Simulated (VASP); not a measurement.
Here is a VASP 6.6.1 calculation.

File INCAR:

```
SYSTEM = SnO
PREC     = Accurate       ! precision mode
ENCUT    = 520            ! plane-wave cutoff, eV
EDIFF    = 1E-6           ! SCF threshold, eV
ISMEAR   = 0              ! smearing method
SIGMA    = 0.15           ! smearing width, eV
LREAL    = .False.        ! projectors in reciprocal space
LASPH    = .True.         ! aspherical terms in the spheres
NELM     = 100            ! most SCF steps
ALGO     = Normal         ! electronic algorithm
ISIF     = 2              ! what is computed and relaxed
LWAVE    = .False.        ! write WAVECAR
LCHARG   = .False.        ! write CHGCAR
GGA      = PE             ! functional
NBANDS   = 50             ! bands
```

File KPOINTS:

```
Automatic mesh
0
Gamma
  12 12 5
  0 0 0
```

The input POSCAR:

```
SnO
1.0
   -3.8020000000      0.0000000000      0.0000000000
    0.0000000000     -3.8020000000      0.0000000000
    0.0000000000      0.0000000000     10.1720000000
Sn O
4 4
Direct
    0.0000000000      0.5000000000      0.8265224145
    0.0000000000      0.5000000000      0.3510996854
    0.5000000000      0.0000000000      0.1243230436
    0.5000000000      0.0000000000      0.5997457727
    0.0000000000      0.0000000000      0.7131340936
    0.0000000000      0.0000000000      0.2377113645
    0.5000000000      0.5000000000      0.7131340936
    0.5000000000      0.5000000000      0.2377113645
```

Potentials or basis: VASP PAW PBE potentials, release 64 (Sn_d, O).

The run is started by

```console
$ cat potpaw_PBE.64/Sn_d/POTCAR potpaw_PBE.64/O/POTCAR > POTCAR
$ mpirun -np 1 vasp_std > vasp.out
```

**Question.** Estimate the band gap on the k mesh.

**Answer.** 0.37 eV (least direct gap 1.72 eV).

**Question.** Estimate the largest force.

**Answer.** 0.638 eV/Å.

Forces on the atoms (eV/Å):
```
Sn   0.000  0.000  0.638
Sn   0.000  0.000  0.489
Sn   0.000  0.000 -0.638
Sn   0.000  0.000 -0.489
O    0.000  0.000  0.023
O    0.000  0.000 -0.023
O    0.000  0.000  0.023
O    0.000  0.000 -0.023
```

Caveat: the cell differs from its parent crystal (the distance across one plane changed); semilocal functionals underestimate gaps, and a narrow one can read as zero; spin-orbit coupling is left out, which moves the levels of the heavy elements. A k mesh can miss the band edges.
